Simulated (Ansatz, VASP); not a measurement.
**One calculation of PbO, two programs**

Contents of INCAR:

```
SYSTEM = PbO
ALGO = Normal
EDIFF = 1E-6
EDIFFG = -0.005
ENCUT = 600
GGA = PE
IBRION = 2
ISIF = 3
ISMEAR = 0
IVDW = 12
LASPH = .True.
LCHARG = .False.
LREAL = .False.
LWAVE = .False.
NELM = 100
NSW = 100
PREC = Accurate
SIGMA = 0.02
```

KPOINTS

```
k-points
0
Gamma
  8 8 6
  0 0 0
```

The input POSCAR:

```
PbO
1.0
    3.9780804971      0.0000000000      0.0000000000
    0.0000000000      3.9780804971      0.0000000000
    0.0000000000      0.0000000000      5.0127125567
Pb O
2 2
Direct
    0.5000000000      0.0000000000      0.2368000000
    0.0000000000      0.5000000000      0.7632000000
    0.0000000000      0.0000000000      0.0000000000
    0.5000000000      0.5000000000      0.0000000000
```

Input for Ansatz:

```yaml
crystal:
  lattice:
    - [3.9780804971, 0.0, 0.0]
    - [0.0, 3.9780804971, 0.0]
    - [0.0, 0.0, 5.0127125567]
  atoms:
    - { symbol: Pb, position: [0.5, 0.0, 0.2368] }
    - { symbol: Pb, position: [0.0, 0.5, 0.7632] }
    - { symbol: O, position: [0.0, 0.0, 0.0] }
    - { symbol: O, position: [0.5, 0.5, 0.0] }
basis:
  ecutwfc: 420
kpoints:
  mp_grid: { grid: [8, 8, 6] }
hamiltonian:
  xc: pbe
  dispersion: d3bj
scf:
  occupations: { method: gaussian, width: 0.02 }
output:
  forces: true
  stress: true
  eigenvalues: true
relax:
  adjacent_minimum: "off"
  f_tol: 0.005
  max_steps: 80
  cell: { stress_tol: 0.05 }
```

Alike in both runs: task relaxation of cell and atoms; functional PBE; dispersion D3(BJ); k mesh 8 × 8 × 6; occupations gaussian, width 0.02 eV; no spin polarisation.

```csv
,VASP,Ansatz
version,VASP 6.6.1,Ansatz 0.2.0
potentials or method,"VASP PAW PBE potentials, release 64 (Pb_d, O), cutoff 600 eV","scalar-relativistic, plane waves, PAW"
valence electrons in the cell,40,40
```

|  | VASP | Ansatz | Ansatz less VASP |
| --- | --- | --- | --- |
| gap on the k mesh at the Fermi level, each at its own relaxed structure (eV) | 1.24 | 1.27 | +0.021 |
| relaxed volume (Å³/atom) | 20.20 | 20.32 | +0.116 |
| relaxed cell length with the largest relative difference (Å) | 4.960 | 4.993 | +0.0332 |

Ansatz's warnings: relaxed geometry near dispersion switch.

Spin-orbit coupling is off throughout.
